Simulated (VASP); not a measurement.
BeS, 2 atoms in the cell. Symmetry: F-43m, No. 216, cubic system. Conventional cell: a = 4.763 Å, b = 4.763 Å, c = 4.763 Å, α = 90.00°, β = 90.00°, γ = 90.00°. Be (site symmetry -43m) has 4 S at 2.06 Å within 2.7 Å. S (site symmetry -43m) has 4 Be at 2.06 Å within 2.7 Å. 

```yaml
Program: VASP 6.6.1
Task: single point
Functional: PBE
Dispersion: D4
Potentials_or_basis: VASP PAW PBE potentials, release 64 (Be, S)
Cutoff: 600 eV
k_mesh: 8 × 8 × 8
Occupations: gaussian, width 0.05 eV
Spin: no spin polarisation
Dipole_correction: no
Further_INCAR_settings: ALGO = Normal; EDIFF = 1e-06; NBANDS = 11
```

Potentials or basis: VASP PAW PBE potentials, release 64 (Be, S).

Command:

```bash
$ cat potpaw_PBE.64/Be/POTCAR potpaw_PBE.64/S/POTCAR > POTCAR
$ mpirun -np 1 vasp_std > vasp.out
```

Hardware: 1 thread of Intel Xeon 8259CL (shared host).

Q: Estimate the wall time of this run.

A: Run time: 23 s on 1 thread of Intel Xeon 8259CL (shared host), peak memory 0.15 GiB. Counts: scf iterations 12, k points 29.
